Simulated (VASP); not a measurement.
# PbS (Cmcm) in VASP: further runs

PbS is run at these levels: PBEsol; tasks: single point.

All numbers are computed with VASP 6.6.1; they aren't measurements. Logs are shortened: lines on timing, memory, paths and dates and some standing lists are left out, and cuts for length are marked.

### Step 1. The cell of the first run

Symmetry: Cmcm, No. 63, orthorhombic system. Conventional cell: a = 4.123 Å, b = 11.875 Å, c = 4.241 Å, α = 90.00°, β = 90.00°, γ = 90.00°. Within 3.5 Å of Pb (site symmetry m2m) lie 5 S at 2.66 to 2.96 Å. S (site symmetry m2m) has 5 Pb at 2.66 to 2.96 Å within 3.5 Å.

### Step 2. Single point, PBEsol

Contents of INCAR:

```
PREC = Accurate
ENCUT = 520
EDIFF = 1E-6
ISMEAR = 0
SIGMA = 0.01
LREAL = F
LASPH = T
NELM = 60
ALGO = Normal
ISIF = 2
LWAVE = F
LCHARG = F
GGA = PS
NBANDS = 28
```

Contents of KPOINTS:

```
Automatic mesh
0
Gamma
  6 6 6
```

Contents of POSCAR:

```
PbS
1.0
    2.0612974009     -5.9375603612      0.0000000000
    2.0612974009      5.9375603612      0.0000000000
    0.0000000000      0.0000000000      4.2409393125
Pb S
2 2
Direct
    0.8694366500      0.1305633500      0.7500000000
    0.1305633500      0.8694366500      0.2500000000
    0.6452029100      0.3547970900      0.7500000000
    0.3547970900      0.6452029100      0.2500000000
```

Potentials or basis: VASP PAW PBE potentials, release 64 (Pb_d, S).

Run with:

```sh
$ cat potpaw_PBE.64/Pb_d/POTCAR potpaw_PBE.64/S/POTCAR > POTCAR
$ mpirun -np 1 vasp_std > vasp.out
```

OUTCAR:

```text
PREC = Accurate
   ENCUT = 520
   EDIFF = 1E-6
   ISMEAR = 0
   LREAL = F
   LASPH = T
   NELM = 60
   ISIF = 2
   GGA = PS

 ion  position               nearest neighbor table
   1  0.869  0.131  0.750-   3 2.66   4 2.96   4 2.96   4 2.96   4 2.96   2 3.76   2 3.76   2 4.10
                             2 4.10   2 4.10   2 4.10
   2  0.131  0.869  0.250-   4 2.66   3 2.96   3 2.96   3 2.96   3 2.96   1 3.76   1 3.76   1 4.10
                             1 4.10   1 4.10   1 4.10
   3  0.645  0.355  0.750-   1 2.66   2 2.96   2 2.96   2 2.96   2 2.96
   4  0.355  0.645  0.250-   2 2.66   1 2.96   1 2.96   1 2.96   1 2.96

  LATTYP: Found a base centered orthorhombic cell.
 ALAT       =     4.1225948018
 B/A-ratio  =     2.8804967001
 C/A-ratio  =     1.0287063164

  Lattice vectors:

 A1 = (   2.0612974009,  -5.9375603612,   0.0000000000)
 A2 = (   2.0612974009,   5.9375603612,   0.0000000000)
 A3 = (   0.0000000000,   0.0000000000,   4.2409393125)

Analysis of symmetry for initial positions (statically):
=====================================================================
 Subroutine PRICEL returns:
 Original cell was already a primitive cell.

 Routine SETGRP: Setting up the symmetry group for a
 base centered orthorhombic supercell.

 Subroutine GETGRP returns: Found  8 space group operations
 (whereof  4 operations were pure point group operations)
 out of a pool of  8 trial point group operations.

The static configuration has the point symmetry C_2h.
 The point group associated with its full space group is D_2h.

Analysis of symmetry for dynamics (positions and initial velocities):
=====================================================================
 Subroutine PRICEL returns:
 Original cell was already a primitive cell.

 Routine SETGRP: Setting up the symmetry group for a
 base centered orthorhombic supercell.

 Subroutine GETGRP returns: Found  8 space group operations
 (whereof  4 operations were pure point group operations)
 out of a pool of  8 trial point group operations.

The dynamic configuration has the point symmetry C_2h.
 The point group associated with its full space group is D_2h.

 Subroutine INISYM returns: Found  8 space group operations
 (whereof  4 operations are pure point group operations),
 and found     1 'primitive' translations

----------------------------------------------------------------------------------------

                                     Primitive cell

  volume of cell :     103.8104

  direct lattice vectors                    reciprocal lattice vectors
     2.061297401 -5.937560361  0.000000000     0.242565677 -0.084209670  0.000000000
     2.061297401  5.937560361  0.000000000     0.242565677  0.084209670  0.000000000
     0.000000000  0.000000000  4.240939313     0.000000000  0.000000000  0.235796819

  length of vectors
     6.285186554  6.285186554  4.240939313     0.256767164  0.256767164  0.235796819

  position of ions in fractional coordinates (direct lattice)
     0.869436650  0.130563350  0.750000000
     0.130563350  0.869436650  0.250000000
     0.645202910  0.354797090  0.750000000
     0.354797090  0.645202910  0.250000000

  ion indices of the primitive-cell ions
   primitive index   ion index
                 1           1
                 2           2
                 3           3
                 4           4

----------------------------------------------------------------------------------------

 KPOINTS: Automatic mesh

Automatic generation of k-mesh.
 Grid dimensions read from file:
 generate k-points for:    6    6    6

 Generating k-lattice:

  Cartesian coordinates                     Fractional coordinates (reciprocal lattice)
     0.040427613 -0.014034945  0.000000000     0.166666667 -0.000000000  0.000000000
     0.040427613  0.014034945  0.000000000    -0.000000000  0.166666667  0.000000000
     0.000000000  0.000000000  0.039299470     0.000000000  0.000000000  0.166666667

  Length of vectors
     0.042794527  0.042794527  0.039299470

  Shift w.r.t. Gamma in fractional coordinates (k-lattice)
     0.000000000  0.000000000  0.000000000

 Subroutine IBZKPT returns following result:
 ===========================================

 Found     52 irreducible k-points:

 Following reciprocal coordinates:
            Coordinates               Weight
  0.000000  0.000000  0.000000      1.000000
  0.166667  0.000000  0.000000      4.000000
  0.333333  0.000000  0.000000      4.000000
  0.500000  0.000000  0.000000      2.000000
  0.166667  0.166667  0.000000      2.000000
  0.333333  0.166667  0.000000      4.000000
[... 16 lines left out ...]
  0.333333  0.333333  0.166667      4.000000
  0.500000  0.333333  0.166667      8.000000
 [... further k-points ...]
   k-points           NKPTS =     52   k-points in BZ     NKDIM =     52   number of bands    NBANDS=     28
   number of dos      NEDOS =    301   number of ions     NIONS =      4
   total plane-waves  NPLWV =  73728
   dimension x,y,z NGX =    48 NGY =   48 NGZ =   32
   dimension x,y,z NGXF=    96 NGYF=   96 NGZF=   64
   ions per type =               2   2
   NGX,Y,Z   is equivalent  to a cutoff of  12.70, 12.70, 12.54 a.u.
   NGXF,Y,Z  is equivalent  to a cutoff of  25.39, 25.39, 25.09 a.u.
 SYSTEM =  unknown system
   PREC   = accura    normal or accurate (medium, high low for compatibility)
   ISTART =      0    job   : 0-new  1-cont  2-samecut
   ICHARG =      2    charge: 1-file 2-atom 10-const
   ISPIN  =      1    spin polarized calculation?
   LNONCOLLINEAR =      F non collinear calculations
   LSORBIT =      F    spin-orbit coupling
   LASPH  =      T    aspherical Exc in radial PAW
   ENCUT  =  520.0 eV  38.22 Ry    6.18 a.u.  11.69 11.69  7.89*2*pi/ulx,y,z
   NELM   =     60;   NELMIN=  2; NELMDL= -5     # of ELM steps
   EDIFF  = 0.1E-05   stopping-criterion for ELM
   LREAL  =      F    real-space projection
   EDIFFG = 0.1E-04   stopping-criterion for IOM
   NSW    =      0    number of steps for IOM
   IBRION =     -1    ionic relax: 0-MD 1-quasi-New 2-CG
   NFREE  =      0    steps in history (QN), initial steepest desc. (CG)
   ISIF   =      2    stress and relaxation
   ISYM   =      2    0-nonsym 1-usesym 2-fastsym
   POTIM  = 0.5000    time-step for ionic-motion
   TEBEG  =    0.0;   TEEND  =   0.0 temperature during run
   PSTRESS=    0.0 pullay stress
   NELECT =      40.0000    total number of electrons
   NUPDOWN=      -1.0000    fix difference up-down
   EMIN   =  10.00;   EMAX   =-10.00  energy-range for DOS
   EFERMI =   0.00;   METHOD = LEGACY
   ISMEAR =     0;   SIGMA  =   0.01  broadening in eV -4-tet -1-fermi 0-gaus
   EFERMI_NEDOS =   21; number of points for ismear=-14 and -15
   IALGO  =     38    algorithm
   IMIX   =      4    mixing-type and parameters
     AMIX     =   0.40;   BMIX     =  1.00
     AMIX_MAG =   1.60;   BMIX_MAG =  1.00
  volume/ion in A,a.u.               =      25.95       175.14
  Fermi-wavevector in a.u.,A,eV,Ry     =   1.191282  2.251197 19.308746  1.419153
  Thomas-Fermi vector in A             =   2.327347
   LORBIT       =      0    0 simple, 1 ext, 2 COOP (PROOUT), +10 PAW based schemes
   GGA     = PS    functional components
   LHFCALC =     F    Hartree Fock is set to
   AEXX    =    0.0000 exact exchange contribution
   IVDW    =     0    specifies the selected vdW correction
   LEPSILON=     F    determine dielectric tensor
   LRPA    =     F    only Hartree local field effects (RPA)
 non-spin polarized calculation
 Gauss-broadening in eV      SIGMA  =   0.01
  energy-cutoff  :      520.00
  volume of cell :      103.81
 maximum number of plane-waves:      2820
   NGX = 23   NGY = 23   NGZ = 15

 number of electron      40.0000002 magnetization

 Free energy of the ion-electron system (eV)
  ---------------------------------------------------
  ext. energy  EPLUGINS =         0.00000000
  ---------------------------------------------------
  free energy    TOTEN  =       -18.76843859 eV

  energy without entropy =      -18.76843859  energy(sigma->0) =      -18.76843859

 E-fermi :   5.1425     XC(G=0):  -9.9077

 val. band max:        5.1004710712   @ k =   0.5000   0.5000   0.3333
 cond. band min:       6.1718757261   @ k =   0.5000   0.5000   0.0000
 fundamental gap:      1.0714046549
 Fermi energy:         5.1425365536

 k-point     1 :       0.0000    0.0000    0.0000
  band No.  band energies     occupation
      1     -11.2500      2.00000
      2     -11.1283      2.00000
      3     -11.1168      2.00000
      4     -11.1154      2.00000
      5     -11.0783      2.00000
      6     -11.0733      2.00000
[... 20 lines left out ...]
     27      11.2754      0.00000
     28      11.9931      0.00000

 k-point     2 :       0.1667    0.0000    0.0000
  band No.  band energies     occupation
      1     -11.2310      2.00000
      2     -11.1208      2.00000
      3     -11.1135      2.00000
      4     -11.1013      2.00000
      5     -11.0831      2.00000
      6     -11.0809      2.00000
[... 20 lines left out ...]
     27      11.4870      0.00000
     28      12.5186      0.00000

 k-point     3 :       0.3333    0.0000    0.0000
  band No.  band energies     occupation
      1     -11.1878      2.00000
      2     -11.1183      2.00000
      3     -11.1144      2.00000
      4     -11.1030      2.00000
      5     -11.0843      2.00000
      6     -11.0802      2.00000
[... 20 lines left out ...]
     27      12.9190      0.00000
     28      12.9999      0.00000

 k-point     4 :       0.5000    0.0000    0.0000
  band No.  band energies     occupation
      1     -11.1497      2.00000
      2     -11.1396      2.00000
      3     -11.1167      2.00000
      4     -11.1141      2.00000
      5     -11.0865      2.00000
      6     -11.0768      2.00000
[... 578 lines left out ...]
     27      11.1254      0.00000
     28      12.6424      0.00000

 k-point    23 :       0.3333    0.3333    0.1667
  band No.  band energies     occupation
      1     -11.1900      2.00000
      2     -11.1425      2.00000
      3     -11.1147      2.00000
      4     -11.0945      2.00000
      5     -11.0815      2.00000
      6     -11.0784      2.00000
[... 20 lines left out ...]
     27      12.0531      0.00000
     28      13.0098      0.00000

 k-point    24 :       0.5000    0.3333    0.1667
  band No.  band energies     occupation
      1     -11.2149      2.00000
      2     -11.1175      2.00000
      3     -11.1033      2.00000
      4     -11.0995      2.00000
      5     -11.0841      2.00000
      6     -11.0775      2.00000
[... 20 lines left out ...]
     27      12.2862      0.00000
     28      12.8483      0.00000

 [... further k-points ...]

------------------------ aborting loop because EDIFF is reached ----------------------------------------

  FORCE on cell =-STRESS in cart. coord.  units (eV):
  Direction    XX          YY          ZZ          XY          YZ          ZX
  --------------------------------------------------------------------------------------
  -------------------------------------------------------------------------------------
  Total       -0.3788481     -0.0847928     -0.4878378      0.0000000      0.0000000      0.0000000
  in kB       -5.8470249     -1.3086665     -7.5291379      0.0000000      0.0000000      0.0000000
  external PRESSURE =      -4.8949431 kB  Pullay stress =       0.0000000 kB

 VOLUME and BASIS-vectors are now :
 -----------------------------------------------------------------------------
  energy-cutoff  :      520.00
  volume of cell :      103.81
      direct lattice vectors                 reciprocal lattice vectors
     2.061297401 -5.937560361  0.000000000     0.242565677 -0.084209670  0.000000000
     2.061297401  5.937560361  0.000000000     0.242565677  0.084209670  0.000000000
     0.000000000  0.000000000  4.240939313     0.000000000  0.000000000  0.235796819

 POSITION                                       TOTAL-FORCE (eV/Angst)
 -----------------------------------------------------------------------------------
      2.06130     -4.38710      3.18070         0.000000     -0.132009      0.000000
      2.06130      4.38710      1.06023         0.000000      0.132009     -0.000000
      2.06130     -1.72430      3.18070         0.000000      0.127597     -0.000000
      2.06130      1.72430      1.06023         0.000000     -0.127597      0.000000
 -----------------------------------------------------------------------------------
    total drift:                               -0.000000     -0.000000      0.000000

  FREE ENERGIE OF THE ION-ELECTRON SYSTEM (eV)
  ---------------------------------------------------
  free  energy   TOTEN  =       -18.7684385915 eV

  energy  without entropy=      -18.7684385915  energy(sigma->0) =      -18.76843859
```

Wall time 75 s (1 thread of AMD EPYC 9R45 (Zen 5), shared host); peak memory 0.29 GiB.

What came out:

* Free energy: -18.7684 eV
* Pressure: -0.5 GPa
* Largest force: 0.132 eV/Å
* Band gap on the k mesh: 1.07 eV (least direct gap 1.29 eV)

Forces in eV/Å, atoms in the order of the input:
```
Pb   0.000 -0.132  0.000
Pb   0.000  0.132  0.000
S    0.000  0.128  0.000
S    0.000 -0.128  0.000
```

Stress tensor (GPa, compression positive):
```
-0.58  0.00  0.00
 0.00 -0.13  0.00
 0.00  0.00 -0.75
```

Caveat: the PAW data sets were made with another functional, which shifts forces and pressure a little; spin-orbit coupling is left out, which moves the levels of the heavy elements.

### Step 3. Single point, PBEsol

This run uses another cell than the first one, of 26.66 Å³/atom.

Contents of INCAR:

```
SYSTEM = PbS
PREC = Accurate
ENCUT = 520
EDIFF = 1E-6
ISMEAR = 0
SIGMA = 0.01
LREAL = .FALSE.
LASPH = .TRUE.
NELM = 80
ALGO = Normal
ISIF = 2
LWAVE = .FALSE.
LCHARG = .FALSE.
GGA = PS
NBANDS = 28
```

Contents of KPOINTS:

```
Automatic mesh
0
G
  6 6 6
  0 0 0
```

Contents of POSCAR:

```
PbS
1.0
    2.0799526900     -5.9912968600      0.0000000000
    2.0799526900      5.9912968600      0.0000000000
    0.0000000000      0.0000000000      4.2793209400
Pb S
2 2
Direct
    0.8694366500      0.1305633500      0.7500000000
    0.1305633500      0.8694366500      0.2500000000
    0.6452029100      0.3547970900      0.7500000000
    0.3547970900      0.6452029100      0.2500000000
```

Potentials or basis: VASP PAW PBE potentials, release 64 (Pb_d, S).

Run with:

```sh
$ cat potpaw_PBE.64/Pb_d/POTCAR potpaw_PBE.64/S/POTCAR > POTCAR
$ mpirun -np 1 vasp_std > vasp.out
```

It took 83 s on 1 thread of AMD EPYC 9R45 (Zen 5), shared host; peak memory 0.29 GiB.

It converged, with:

```
Free energy            : -18.7482 eV
Pressure               : -1.9 GPa
Largest force          : 0.036 eV/Å
Band gap on the k mesh : 1.13 eV (least direct gap 1.33 eV)
```

Forces in eV/Å, atoms in the order of the input:
```
Pb   0.000  0.036  0.000
Pb   0.000 -0.036  0.000
S    0.000  0.021  0.000
S    0.000 -0.021  0.000
```

Stress tensor (GPa, compression positive):
```
-2.03  0.00  0.00
 0.00 -1.54  0.00
 0.00  0.00 -2.19
```

Levels at points of the mesh, in eV from the valence-band top:
```csv
k point,band 16,band 17,band 18,band 19,band 20,band 21,band 22,band 23,band 24,band 25
"(0.00, 0.00, 0.00)",-2.92,-2.35,-1.62,-1.43,-0.44,4.64,4.65,4.87,5.58,5.80
"(0.50, 0.00, 0.00)",-2.00,-1.30,-1.13,-0.34,-0.34,1.74,1.84,2.21,2.96,3.15
"(0.50, 0.50, 0.00)",-2.59,-1.91,-1.83,-1.26,-0.43,1.13,4.45,4.74,4.91,5.53
"(0.00, 0.00, 0.50)",-2.72,-1.07,-1.07,-0.08,-0.08,1.78,1.78,2.77,2.77,4.99
"(0.50, 0.00, 0.50)",-4.29,-3.10,-3.10,-1.40,-1.40,3.39,3.39,5.25,5.25,6.32
"(0.50, 0.50, 0.50)",-1.18,-1.17,-1.17,-0.46,-0.46,1.67,1.67,3.19,3.19,3.46
```

Caveat: the PAW data sets were made with another functional, which shifts forces and pressure a little; spin-orbit coupling is left out, which moves the levels of the heavy elements.

[end of part 1 of 2]
